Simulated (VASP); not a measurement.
Wanted: the native input for a VASP 6.6.1 run.

- Task: relaxation of cell and atoms
- Functional: PBE
- Potentials or basis: VASP PAW PBE potentials, release 64 (Sb_d_GW)
- Cutoff: 500 eV
- k mesh: 6 × 6 × 6
- Occupations: gaussian, width 0.1 eV
- Spin: no spin polarisation
- Dipole correction: no
- Second run: valence_matched
- Further INCAR settings: ALGO = Normal; EDIFF = 1e-07; IBRION = 2; EDIFFG = -0.04; NSW = 90; ISIF = 3

The structure of Sb lies in POSCAR:

```
Sb
1.0
    2.0309691247      1.1725805708      4.8632850834
   -2.0309691247      1.1725805708      4.8632850834
    0.0000000000     -2.3451611417      4.8632850834
Sb
2
Direct
    0.0577000000      0.0577000000      0.0577000000
    0.9423000000      0.9423000000      0.9423000000
```

One way to write it, as run:

INCAR

```
  ALGO = Normal
  EDIFF = 1E-7
  EDIFFG = -0.04
  ENCUT = 500
  GGA = PE
  GGA_COMPAT = F
  IBRION = 2
  ISIF = 3
  ISMEAR = 0
  LASPH = T
  LCHARG = F
  LREAL = F
  LWAVE = F
  NELM = 120
  NELMIN = 4
  NSW = 90
  PREC = Accurate
  SIGMA = 0.1
```

KPOINTS

```
k-points
0
Gamma
  6 6 6
```

Potentials or basis: VASP PAW PBE potentials, release 64 (Sb_d_GW).

Command:

```console
$ cat potpaw_PBE.64/Sb_d_GW/POTCAR > POTCAR
$ mpirun -np 1 vasp_std > vasp.out
```

Results of the run:

```json
{
 "Relaxed volume": "32.24 Å³/atom",
 "Relaxed cell": "a = 4.640 Å, b = 4.640 Å, c = 4.640 Å, α = 56.23°, β = 56.23°, γ = 56.23°",
 "Space group after relaxing (to 0.05 Å)": "R-3m (No. 166)",
 "Energy gained by relaxing": "10622.1 meV/atom",
 "Ionic steps": "48",
 "Pressure after relaxing": "-0.1 GPa",
 "Largest force after relaxing": "0.007 eV/Å",
 "Band gap on the k mesh": "zero (band 15 reaches 4.66 eV, above the bottom of band 16 at 4.49 eV)"
}
```

Caveat: spin-orbit coupling is left out, which moves the levels of the heavy elements.

It took 22 min on 1 thread of Intel(R) Xeon(R) 6975P-C (Granite Rapids), on a shared host, peak memory 0.31 GiB.
